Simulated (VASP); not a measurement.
Input of a VASP 6.6.1 run:

INCAR

```
ALGO = Fast
EDIFF = 1E-7
ENCUT = 520
GGA = PE
ISIF = 2
ISMEAR = 0
LASPH = T
LCHARG = T
LELF = T
LREAL = F
LVHAR = T
LWAVE = F
NBANDS = 11
NELM = 100
PREC = Accurate
SIGMA = 0.020999999999999998
```

File KPOINTS:

```
k-points
0
Gamma
  12 12 12
```

POSCAR

```
Pd
1.0
    0.0000000000      1.9465000000      1.9465000000
    1.9465000000      0.0000000000      1.9465000000
    1.9465000000      1.9465000000      0.0000000000
Pd
1
Direct
    0.0000000000      0.0000000000      0.0000000000
```

Potentials or basis: VASP PAW PBE potentials, release 64 (Pd).

Run with:

```sh
$ cat potpaw_PBE.64/Pd/POTCAR > POTCAR
$ mpirun -np 1 vasp_std > vasp.out
```

Task: Predict the pressure.

Result: 6.5 GPa.

Task: What does it give for the band gap on the k mesh?

Result: Zero (band 5 reaches 10.06 eV, above the bottom of band 6 at 8.48 eV).
